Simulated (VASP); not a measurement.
Input of a VASP 6.6.1 run:

The input INCAR:

```
SYSTEM = Ta2N
ALGO     = Normal         ! electronic algorithm
EDIFF    = 1E-7           ! SCF threshold, eV
ENCUT    = 520            ! plane-wave cutoff, eV
ISIF     = 2              ! what is computed and relaxed
ISMEAR   = 0              ! smearing method
LASPH    = .TRUE.         ! aspherical terms in the spheres
LCHARG   = .FALSE.        ! write CHGCAR
LREAL    = .FALSE.        ! projectors in reciprocal space
LWAVE    = .FALSE.        ! write WAVECAR
NBANDS   = 50             ! bands
NELM     = 60             ! most SCF steps
PREC     = Accurate       ! precision mode
SIGMA    = 0.1            ! smearing width, eV
```

The input KPOINTS:

```
k-points
0
G
  12 12 10
  0 0 0
```

Contents of POSCAR:

```
Ta2N
1.0
    5.2289788367      0.0000000029      0.0000000000
   -2.6144894208      4.5284285070      0.0000000000
    0.0000000000      0.0000000000      4.8830453065
Ta N
6 3
Direct
    0.6668957639      0.6668957639      0.7526753697
    0.0000000000      0.3331042361      0.7526753697
    0.3331042361      0.0000000000      0.7526753697
    0.3331042361      0.3331042361      0.2473246303
    0.0000000000      0.6668957639      0.2473246303
    0.6668957639      0.0000000000      0.2473246303
    0.6666666667      0.3333333333      0.5000000000
    0.3333333333      0.6666666667      0.5000000000
    0.0000000000      0.0000000000      0.0000000000
```

Potentials or basis: VASP PAW LDA potentials, release 64 (Ta_pv, N).

Launch:

```console
$ cat potpaw_LDA.64/Ta_pv/POTCAR potpaw_LDA.64/N/POTCAR > POTCAR
$ mpirun -np 1 vasp_std > vasp.out
```

(1) Estimate the band gap on the k mesh.

(2) What does it give for the pressure?

## Answers

(1) zero (an odd number of electrons rules out a gap without spin polarisation).

(2) 1.6 GPa.

Caveat: spin-orbit coupling is left out, which moves the levels of the heavy elements.
